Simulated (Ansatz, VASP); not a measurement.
One calculation of Pb, two programs

```
Pb
1.0
     0.00000    2.58958    2.58958
     2.58958    0.00000    2.58958
     2.58958    2.58958    0.00000
Pb
1
Direct
  0.00000 0.00000 0.00000
```

Alike in both runs: functional BLYP; k mesh 11 × 11 × 11; occupations fermi-dirac, width 0.1 eV; no spin polarisation.

Ansatz relaxed the structure, and its values are those at the end. VASP's run is a single point on that final structure, the one shown.

|  | VASP | Ansatz |
| --- | --- | --- |
| version | VASP 6.6.1 | Ansatz 0.2.0 |
| potentials or method | VASP PAW PBE potentials, release 64 (Pb_d), cutoff 520 eV | plane waves (420 eV) with PAW, scalar-relativistic |
| valence electrons in the cell | 14 | 14 |

```tsv
	VASP	Ansatz	Ansatz less VASP
pressure (GPa)	0.1	0.0	-0.05
```

VASP's potentials were made for PBE, not for BLYP.

Spin-orbit coupling is off throughout.
